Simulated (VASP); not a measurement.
# LiCl (I-4m2) in VASP: further runs

LiCl is run at these levels: PBE; tasks: single point.

Everything below comes from runs of VASP 6.6.1. Logs are shortened: lines on timing, memory, paths and dates and some standing lists are left out, and cuts for length are marked.

### Step 1. The cell of the first run

It takes space group I-4m2 (No. 119, tetragonal). The conventional cell has a = 3.865 Å, b = 3.865 Å, c = 5.321 Å, α = 90.00°, β = 90.00°, γ = 90.00°. Li (site symmetry -4m2) has 4 Cl at 2.35 Å within 3.1 Å. Cl (site symmetry -4m2) has 4 Li at 2.35 Å within 3.1 Å.

### Step 2. Single point, PBE (uniaxial x strain -2.7%)

Input file INCAR:

```
PREC     = Accurate       # precision mode
ENCUT    = 520            # plane-wave cutoff, eV
EDIFF    = 1E-7           # SCF threshold, eV
ISMEAR   = -1             # smearing method
SIGMA    = 0.02           # smearing width, eV
LREAL    = F              # projectors in reciprocal space
LASPH    = T              # aspherical terms in the spheres
NELM     = 60             # most SCF steps
ALGO     = Normal         # electronic algorithm
ISIF     = 2              # what is computed and relaxed
LWAVE    = F              # write WAVECAR
LCHARG   = F              # write CHGCAR
GGA      = PE             # functional
NBANDS   = 12             # bands
```

Input file KPOINTS:

```
regular mesh
0
Gamma
  8 8 8
```

Input file POSCAR:

```
LiCl
1.0
    0.0000000000      2.7330425439      2.7330425439
    2.6603436122      0.0000000000      2.7330425439
    2.6603436122      2.7330425439      0.0000000000
Li Cl
1 1
Direct
    0.0000000000      0.0000000000      0.0000000000
    0.2500000000      0.2500000000      0.2500000000
```

Potentials or basis: VASP PAW PBE potentials, release 64 (Li_sv, Cl).

Command:

```sh
cat potpaw_PBE.64/Li_sv/POTCAR potpaw_PBE.64/Cl/POTCAR > POTCAR
mpirun -np 1 vasp_std > vasp.out
```

OUTCAR:

```text
PREC = Accurate
   ENCUT = 520
   EDIFF = 1E-7
   ISMEAR = -1
   LREAL = F
   LASPH = T
   NELM = 60
   ISIF = 2
   GGA = PE

 ion  position               nearest neighbor table
   1  0.000  0.000  0.000-   2 2.35   2 2.35   2 2.35   2 2.35
   2  0.250  0.250  0.250-   1 2.35   1 2.35   1 2.35   1 2.35

  LATTYP: Found a body centered tetragonal cell.
 ALAT       =     3.8651058321
 C/A-ratio  =     1.3765954816

  Lattice vectors:

 A1 = (  -2.6603436122,   0.0000000000,  -2.7330425439)
 A2 = (  -2.6603436122,   0.0000000000,   2.7330425439)
 A3 = (   2.6603436122,   2.7330425439,   0.0000000000)

Analysis of symmetry for initial positions (statically):
=====================================================================
 Subroutine PRICEL returns:
 Original cell was already a primitive cell.

 Routine SETGRP: Setting up the symmetry group for a
 body centered tetragonal supercell.

 Subroutine GETGRP returns: Found  8 space group operations
 (whereof  8 operations were pure point group operations)
 out of a pool of 16 trial point group operations.

The static configuration has the point symmetry D_2d.

Analysis of symmetry for dynamics (positions and initial velocities):
=====================================================================
 Subroutine PRICEL returns:
 Original cell was already a primitive cell.

 Routine SETGRP: Setting up the symmetry group for a
 body centered tetragonal supercell.

 Subroutine GETGRP returns: Found  8 space group operations
 (whereof  8 operations were pure point group operations)
 out of a pool of 16 trial point group operations.

The dynamic configuration has the point symmetry D_2d.

 Subroutine INISYM returns: Found  8 space group operations
 (whereof  8 operations are pure point group operations),
 and found     1 'primitive' translations

----------------------------------------------------------------------------------------

                                     Primitive cell

  volume of cell :      39.7430

  direct lattice vectors                    reciprocal lattice vectors
     0.000000000  2.733042544  2.733042544    -0.187945646  0.182946292  0.182946292
     2.660343612  0.000000000  2.733042544     0.187945646 -0.182946292  0.182946292
     2.660343612  2.733042544  0.000000000     0.187945646  0.182946292 -0.182946292

  length of vectors
     3.865105832  3.814046366  3.814046366     0.319784705  0.319784705  0.319784705

  position of ions in fractional coordinates (direct lattice)
     0.000000000  0.000000000  0.000000000
     0.250000000  0.250000000  0.250000000

  ion indices of the primitive-cell ions
   primitive index   ion index
                 1           1
                 2           2

----------------------------------------------------------------------------------------

 KPOINTS: regular mesh

Automatic generation of k-mesh.
 Grid dimensions read from file:
 generate k-points for:    8    8    8

 Generating k-lattice:

  Cartesian coordinates                     Fractional coordinates (reciprocal lattice)
    -0.023493206  0.022868287  0.022868287     0.125000000  0.000000000  0.000000000
     0.023493206 -0.022868287  0.022868287     0.000000000  0.125000000 -0.000000000
     0.023493206  0.022868287 -0.022868287     0.000000000 -0.000000000  0.125000000

  Length of vectors
     0.039973088  0.039973088  0.039973088

  Shift w.r.t. Gamma in fractional coordinates (k-lattice)
     0.000000000  0.000000000  0.000000000

 Subroutine IBZKPT returns following result:
 ===========================================

 Found     59 irreducible k-points:

 Following reciprocal coordinates:
            Coordinates               Weight
  0.000000  0.000000  0.000000      1.000000
  0.125000  0.000000  0.000000      8.000000
  0.250000  0.000000  0.000000      8.000000
  0.375000 -0.000000 -0.000000      8.000000
  0.500000  0.000000  0.000000      4.000000
  0.125000  0.125000  0.000000      4.000000
[... 16 lines left out ...]
  0.250000  0.125000  0.125000      4.000000
  0.375000  0.125000  0.125000      8.000000
 [... further k-points ...]
   k-points           NKPTS =     59   k-points in BZ     NKDIM =     59   number of bands    NBANDS=     12
   number of dos      NEDOS =    301   number of ions     NIONS =      2
   total plane-waves  NPLWV =  23520
   dimension x,y,z NGX =    30 NGY =   28 NGZ =   28
   dimension x,y,z NGXF=    60 NGYF=   56 NGZF=   56
   ions per type =               1   1
   NGX,Y,Z   is equivalent  to a cutoff of  12.90, 12.20, 12.20 a.u.
   NGXF,Y,Z  is equivalent  to a cutoff of  25.81, 24.41, 24.41 a.u.
 SYSTEM =  unknown system
   PREC   = accura    normal or accurate (medium, high low for compatibility)
   ISTART =      0    job   : 0-new  1-cont  2-samecut
   ICHARG =      2    charge: 1-file 2-atom 10-const
   ISPIN  =      1    spin polarized calculation?
   LNONCOLLINEAR =      F non collinear calculations
   LSORBIT =      F    spin-orbit coupling
   LASPH  =      T    aspherical Exc in radial PAW
   ENCUT  =  520.0 eV  38.22 Ry    6.18 a.u.   7.19  7.09  7.09*2*pi/ulx,y,z
   NELM   =     60;   NELMIN=  2; NELMDL= -5     # of ELM steps
   EDIFF  = 0.1E-06   stopping-criterion for ELM
   LREAL  =      F    real-space projection
   EDIFFG = 0.1E-05   stopping-criterion for IOM
   NSW    =      0    number of steps for IOM
   IBRION =     -1    ionic relax: 0-MD 1-quasi-New 2-CG
   NFREE  =      0    steps in history (QN), initial steepest desc. (CG)
   ISIF   =      2    stress and relaxation
   ISYM   =      2    0-nonsym 1-usesym 2-fastsym
   POTIM  = 0.5000    time-step for ionic-motion
   TEBEG  =    0.0;   TEEND  =   0.0 temperature during run
   PSTRESS=    0.0 pullay stress
   NELECT =      10.0000    total number of electrons
   NUPDOWN=      -1.0000    fix difference up-down
   EMIN   =  10.00;   EMAX   =-10.00  energy-range for DOS
   EFERMI =   0.00;   METHOD = LEGACY
   ISMEAR =    -1;   SIGMA  =   0.02  broadening in eV -4-tet -1-fermi 0-gaus
   EFERMI_NEDOS =   21; number of points for ismear=-14 and -15
   IALGO  =     38    algorithm
   IMIX   =      4    mixing-type and parameters
     AMIX     =   0.40;   BMIX     =  1.00
     AMIX_MAG =   1.60;   BMIX_MAG =  1.00
  volume/ion in A,a.u.               =      19.87       134.10
  Fermi-wavevector in a.u.,A,eV,Ry     =   1.033526  1.953081 14.533411  1.068176
  Thomas-Fermi vector in A             =   2.167777
   LORBIT       =      0    0 simple, 1 ext, 2 COOP (PROOUT), +10 PAW based schemes
   GGA     = PE    functional components
   LHFCALC =     F    Hartree Fock is set to
   AEXX    =    0.0000 exact exchange contribution
   IVDW    =     0    specifies the selected vdW correction
   LEPSILON=     F    determine dielectric tensor
   LRPA    =     F    only Hartree local field effects (RPA)
 non-spin polarized calculation
  energy-cutoff  :      520.00
  volume of cell :       39.74
 maximum number of plane-waves:      1092
 NGX is ok and might be reduce to    30
   NGX = 15   NGY = 15   NGZ = 15

 number of electron      10.0000000 magnetization

 number of electron       9.9999995 magnetization

 Free energy of the ion-electron system (eV)
  ---------------------------------------------------
  ext. energy  EPLUGINS =         0.00000000
  ---------------------------------------------------
  free energy    TOTEN  =        -7.41732097 eV

  energy without entropy =       -7.41732097  energy(sigma->0) =       -7.41732097

 E-fermi :  -0.5739     XC(G=0):  -7.8368

 val. band max:       -0.9487410527   @ k =   0.0000   0.0000   0.0000
 cond. band min:       5.1689475156   @ k =   0.0000   0.0000   0.0000
 fundamental gap:      6.1176885683
 Fermi energy:        -0.5739452578

 k-point     1 :       0.0000    0.0000    0.0000
  band No.  band energies     occupation
      1     -43.7629      2.00000
      2     -13.7766      2.00000
      3      -0.9963      2.00000
      4      -0.9963      2.00000
      5      -0.9487      2.00000
      6       5.1689      0.00000
      7       9.2226      0.00000
      8       9.2227      0.00000
      9       9.2621      0.00000
     10      13.4148      0.00000
     11      13.8397      0.00000
     12      16.7073      0.00000

 k-point     2 :       0.1250    0.0000    0.0000
  band No.  band energies     occupation
      1     -43.7627      2.00000
      2     -13.7331      2.00000
      3      -1.3691      2.00000
      4      -1.0500      2.00000
      5      -1.0071      2.00000
      6       5.5826      0.00000
      7       9.3479      0.00000
      8       9.3917      0.00000
      9       9.4444      0.00000
     10      12.9494      0.00000
     11      13.2816      0.00000
     12      15.9057      0.00000

 k-point     3 :       0.2500    0.0000    0.0000
  band No.  band energies     occupation
      1     -43.7621      2.00000
      2     -13.6242      2.00000
      3      -2.1647      2.00000
      4      -1.1734      2.00000
      5      -1.1069      2.00000
      6       6.4494      0.00000
      7       9.5560      0.00000
      8       9.5619      0.00000
      9       9.7449      0.00000
     10      12.8785      0.00000
     11      13.0110      0.00000
     12      15.3616      0.00000
[... 286 lines left out ...]
 k-point    23 :       0.2500    0.1250    0.1250
  band No.  band energies     occupation
      1     -43.7623      2.00000
      2     -13.6701      2.00000
      3      -1.7501      2.00000
      4      -1.2432      2.00000
      5      -1.0697      2.00000
      6       6.1307      0.00000
      7       9.4997      0.00000
      8       9.6029      0.00000
      9       9.6397      0.00000
     10      12.0555      0.00000
     11      13.3208      0.00000
     12      16.6145      0.00000

 k-point    24 :       0.3750    0.1250    0.1250
  band No.  band energies     occupation
      1     -43.7617      2.00000
      2     -13.5589      2.00000
      3      -2.3911      2.00000
      4      -1.4366      2.00000
      5      -1.1942      2.00000
      6       7.0159      0.00000
      7       9.1600      0.00000
      8       9.7851      0.00000
      9      10.0320      0.00000
     10      12.1667      0.00000
     11      14.1721      0.00000
     12      16.2403      0.00000

 [... further k-points ...]

------------------------ aborting loop because EDIFF is reached ----------------------------------------

  FORCE on cell =-STRESS in cart. coord.  units (eV):
  Direction    XX          YY          ZZ          XY          YZ          ZX
  --------------------------------------------------------------------------------------
  -------------------------------------------------------------------------------------
  Total        0.3769624      0.3239869      0.3239869      0.0000000      0.0000000      0.0000000
  in kB       15.1966596     13.0610316     13.0610316      0.0000000      0.0000000      0.0000000
  external PRESSURE =      13.7729076 kB  Pullay stress =       0.0000000 kB

 VOLUME and BASIS-vectors are now :
 -----------------------------------------------------------------------------
  energy-cutoff  :      520.00
  volume of cell :       39.74
      direct lattice vectors                 reciprocal lattice vectors
     0.000000000  2.733042544  2.733042544    -0.187945646  0.182946292  0.182946292
     2.660343612  0.000000000  2.733042544     0.187945646 -0.182946292  0.182946292
     2.660343612  2.733042544  0.000000000     0.187945646  0.182946292 -0.182946292

 POSITION                                       TOTAL-FORCE (eV/Angst)
 -----------------------------------------------------------------------------------
      0.00000      0.00000      0.00000         0.000000      0.000000     -0.000000
      1.33017      1.36652      1.36652        -0.000000     -0.000000      0.000000
 -----------------------------------------------------------------------------------
    total drift:                               -0.000003     -0.000001     -0.000001

  FREE ENERGIE OF THE ION-ELECTRON SYSTEM (eV)
  ---------------------------------------------------
  free  energy   TOTEN  =        -7.4173209663 eV

  energy  without entropy=       -7.4173209662  energy(sigma->0) =       -7.41732097
```

Wall time 16 s (1 thread of Intel Xeon Platinum 8488C (Sapphire Rapids), shared host); peak memory 0.16 GiB.

What came out:

- Free energy: -7.4173 eV
- Band gap on the k mesh: 6.12 eV

Caveat: the cell differs from its parent crystal (uniaxial x strain -2.7%); the cutoff is under 1.25 times the usual one of these potentials, so pressure, stress and relaxed cells hold a basis-set (Pulay) error; the structure was generated, so it needn't be the stable form of LiCl.

### Step 3. Single point, PBE (epitaxial xy strain -0.5%)

Input file INCAR:

```
SYSTEM = LiCl
ALGO = Normal ; EDIFF = 1E-6
ENCUT = 520 ; GGA = PE
ISIF = 2 ; ISMEAR = -1
LASPH = .True. ; LCHARG = .False.
LREAL = .False. ; LWAVE = .False.
NBANDS = 12 ; NELM = 60
PREC = Accurate ; SIGMA = 0.02
```

Input file KPOINTS:

```
k-points
0
Gamma
  8 8 8
  0 0 0
```

Input file POSCAR:

```
LiCl
1.0
    0.0000000000      2.7196506354      2.7528997391
    2.7196506354      0.0000000000      2.7528997391
    2.7196506354      2.7196506354      0.0000000000
Li Cl
1 1
Direct
    0.0000000000      0.0000000000      0.0000000000
    0.2500000000      0.2500000000      0.2500000000
```

Potentials or basis: VASP PAW PBE potentials, release 64 (Li_sv, Cl).

Command:

```sh
cat potpaw_PBE.64/Li_sv/POTCAR potpaw_PBE.64/Cl/POTCAR > POTCAR
mpirun -np 1 vasp_std > vasp.out
```

Wall time 20 s (1 thread of Intel Xeon Platinum 8488C (Sapphire Rapids), shared host); peak memory 0.17 GiB.

Results (log left out):

```yaml
Free_energy: -7.4246 eV
Band_gap_on_the_k_mesh: 6.06 eV
```

Levels at points of the mesh, in eV from the valence-band top:
```
           k point  band 2  band 3  band 4  band 5  band 6  band 7  band 8  band 9
(0.00, 0.00, 0.00)  -12.75   -0.02    0.00    0.00    6.06   10.16   10.18   10.18
(0.50, 0.00, 0.00)  -12.45   -2.05   -0.32   -0.28    8.38   10.29   10.40   10.76
(0.50, 0.50, 0.00)  -12.37   -1.68   -0.82   -0.82    6.65    9.69   13.42   13.98
(0.50, 0.00, 0.50)  -12.35   -1.65   -0.87   -0.86    6.63    9.64   13.57   13.89
```

Caveat: the cell differs from its parent crystal (epitaxial xy strain -0.5%); the cutoff is under 1.25 times the usual one of these potentials, so pressure, stress and relaxed cells hold a basis-set (Pulay) error; the structure was generated, so it needn't be the stable form of LiCl. A k mesh can miss the band edges.
